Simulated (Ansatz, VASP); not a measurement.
## SbO5: VASP beside Ansatz

```
Sb O
1.0
     4.86898    0.00000    0.00000
    -2.43449    4.21666    0.00000
     0.00000    0.00000    4.00724
Sb O
1 5
Direct
  0.00000 0.00000 0.00000
  0.00000 0.50000 0.50000
  0.50000 0.50000 0.50000
  0.33333 0.66667 0.00000
  0.50000 0.00000 0.50000
  0.66667 0.33333 0.00000
```

Change from the starting cell: species swapped into the GdRh5 type (P6/mmm, No. 191).

Alike in both runs: task relaxation of cell and atoms; functional PBE; k mesh 6 × 6 × 4; occupations gaussian, width 0.1 eV; no spin polarisation.

|  | VASP | Ansatz |
| --- | --- | --- |
| version | VASP 6.6.1 | Ansatz 0.2.0 |
| potentials or method | VASP PAW PBE potentials, release 64 (Sb, O), cutoff 600 eV | scalar-relativistic, plane waves, PAW |
| valence electrons in the cell | 35 | 45 |

VASP gave:

| Item | Value |
| --- | --- |
| gap on the k mesh at the Fermi level, each at its own relaxed structure (eV) | none |
| relaxed volume (Å³/atom) | 10.71 |
| relaxed length of the cell vector where the two differ most in proportion (Å) | 5.265 |

Task: What did Ansatz give for the same quantities?

Result: gap on the k mesh at the Fermi level, each at its own relaxed structure (eV): none; relaxed volume (Å³/atom): 11.94; relaxed length of the cell vector where the two differ most in proportion (Å): 5.843.

A gap of «none» marks a metal or a gap that the smearing closes. One of these differences is far larger than is usual between the two programs; its cause wasn't traced. VASP's potentials hold 35 valence electrons a cell and Ansatz's 45, so a difference there can come from the potentials and not from the codes.

The k mesh is coarse, so the values compare programs but aren't converged. Neither program's run includes spin-orbit coupling. Noted on VASP's run: the volume moved by over 15 % at a fixed basis, so the end points are rough.
